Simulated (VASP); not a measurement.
Al3GaN4, 16 atoms in the cell. It takes space group C2 (No. 5, monoclinic). Conventional cell: a = 4.407 Å, b = 17.628 Å, c = 4.407 Å, α = 90.00°, β = 90.00°, γ = 90.00°. Al (site symmetry 2) has 4 N at 1.90 to 1.92 Å and 1 Ga at 2.20 Å within 2.5 Å. Al (site symmetry 2) has 4 N at 1.90 Å within 2.5 Å. Al (site symmetry 2) has 4 N at 1.87 to 1.90 Å and 1 Al at 2.20 Å within 2.5 Å. Within 2.5 Å of Al (site symmetry 2) lie 4 N at 1.90 Å. Within 2.5 Å of Al (site symmetry 2) lie 4 N at 1.90 Å. Within 2.5 Å of Al (site symmetry 2) lie 4 N at 1.90 Å and 1 Al at 2.20 Å. Ga (site symmetry 2) has 4 N at 1.95 Å within 2.6 Å. Ga (site symmetry 2) has 4 N at 1.95 Å and 1 Al at 2.20 Å within 2.6 Å.  This cell differs from its parent crystal: the part above a cut slid along it.

- Program: VASP 6.6.1
- Task: single point
- Functional: PBEsol
- Potentials or basis: VASP PAW PBE potentials, release 64 (Al, Ga_d, N)
- Cutoff: 520 eV
- k mesh: 5 × 5 × 3
- Occupations: gaussian, width 0.05 eV
- Spin: no spin polarisation
- Dipole correction: no
- Further INCAR settings: LREAL = Auto; ALGO = Normal; EDIFF = 1e-06; NBANDS = 56; ISYM = 0

Potentials or basis: VASP PAW PBE potentials, release 64 (Al, Ga_d, N).

The run is started by

```sh
$ cat potpaw_PBE.64/Al/POTCAR potpaw_PBE.64/Ga_d/POTCAR potpaw_PBE.64/N/POTCAR > POTCAR
$ mpirun -np 1 vasp_std > vasp.out
```

Hardware: 1 thread of Intel Xeon 8259CL, with other jobs on the host.

Task: How long does it take, and how much memory?

Result: Run time: 24 min on 1 thread of Intel Xeon 8259CL (shared host), peak memory 0.42 GiB. Counts: scf iterations 15, k points 38.
